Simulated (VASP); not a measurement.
Here is a VASP 6.6.1 calculation.

File INCAR:

```
AGGAC    = 1.0          
AGGAX    = 1.0          
ALDAC    = 0.0          
ALDAX    = 1.0          
ALGO     = Normal         # electronic algorithm
EDIFF    = 1E-6           # SCF threshold, eV
ENCUT    = 560            # plane-wave cutoff, eV
GGA      = B5             # functional
GGA_COMPAT= F            
ISIF     = 2              # what is computed and relaxed
ISMEAR   = -1             # smearing method
LASPH    = T              # aspherical terms in the spheres
LCHARG   = T              # write CHGCAR
LELF     = T              # ELF
LREAL    = F              # projectors in reciprocal space
LVHAR    = T            
LWAVE    = F              # write WAVECAR
NBANDS   = 14             # bands
NELM     = 120            # most SCF steps
PREC     = Accurate       # precision mode
SIGMA    = 0.1            # smearing width, eV
```

The input KPOINTS:

```
k-points
0
Gamma
  14 14 14
```

The input POSCAR:

```
Os
1.0
    2.6651460261      0.0000000000      0.0000000000
    0.0000000000      2.6651460261      0.0000000000
    0.0000000000      0.0000000000      2.6651460261
Os
1
Direct
    0.0000000000      0.0000000000      0.0000000000
```

Potentials or basis: VASP PAW PBE potentials, release 64 (Os_sv_GW).

Launch:

```bash
$ cat potpaw_PBE.64/Os_sv_GW/POTCAR > POTCAR
$ mpirun -np 1 vasp_std > vasp.out
```

Question: What does it give for the band gap on the k mesh?

Answer: Zero (bands 8 and 9 overlap by 4.69 eV).

Question: Estimate the pressure.

Answer: -15.1 GPa.

Caveat: the cell stands under tension; the PAW data sets were made with another functional, which shifts forces and pressure a little; spin-orbit coupling is left out, which moves the levels of the heavy elements.
